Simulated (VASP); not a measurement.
Crystal: ZnSiP2.

```
Zn Si P
1.0
    -2.70891    2.70891    5.26882
     2.70891   -2.70891    5.26882
     2.70891    2.70891   -5.26882
Zn Si P
2 2 4
Direct
  0.00000 0.00000 0.00000
  0.75000 0.25000 0.50000
  0.50000 0.50000 0.00000
  0.25000 0.75000 0.50000
  0.37500 0.39225 0.51725
  0.87500 0.85775 0.48275
  0.60775 0.12500 0.98275
  0.14225 0.62500 0.01725
```

```yaml
Program: VASP 6.6.1
Task: relaxation of cell and atoms
Functional: PBEsol
Potentials_or_basis: VASP PAW PBE potentials, release 64 (Zn, Si, P)
Cutoff: 500 eV
k_mesh: 8 × 8 × 8
Occupations: gaussian, width 0.02 eV
Spin: no spin polarisation
```

At the start: pressure -2.6 GPa; volume 19.33 Å³/atom.

Problem. Where does the relaxation end?

Solution. Over 10 steps the energy falls by 5.3 meV/atom and the volume is 18.74 Å³/atom (-3.1 %); space group I-42d (No. 122, to 0.05 Å).

The path:
```csv
step,energy change (eV),largest force (eV/Å),pressure (GPa),volume (Å³)
1,0.0000,0.0858,-2.63,154.66
2,-0.0294,0.1435,1.55,147.66
3,-0.0400,0.1235,0.03,149.98
4,-0.0400,0.1244,0.10,149.88
5,-0.0420,0.0530,0.09,149.83
6,-0.0425,0.0033,0.07,149.79
7,-0.0425,0.0003,0.08,149.78
8,-0.0426,0.0018,-0.06,150.00
9,-0.0426,0.0014,-0.02,149.94
10,-0.0426,0.0007,-0.01,149.91
```

Final structure:
```
CELL_PARAMETERS angstrom
-2.67877 2.67877 5.22292
2.67877 -2.67877 5.22292
2.67877 2.67877 -5.22292
ATOMIC_POSITIONS crystal
Zn 0.00000 0.00000 0.00000
Zn 0.75000 0.25000 0.50000
Si 0.50000 0.50000 0.00000
Si 0.25000 0.75000 0.50000
P 0.37500 0.38986 0.51486
P 0.87500 0.86014 0.48514
P 0.61014 0.12500 0.98514
P 0.13986 0.62500 0.01486
```

Caveat: the PAW data sets were made with another functional, which shifts forces and pressure a little.
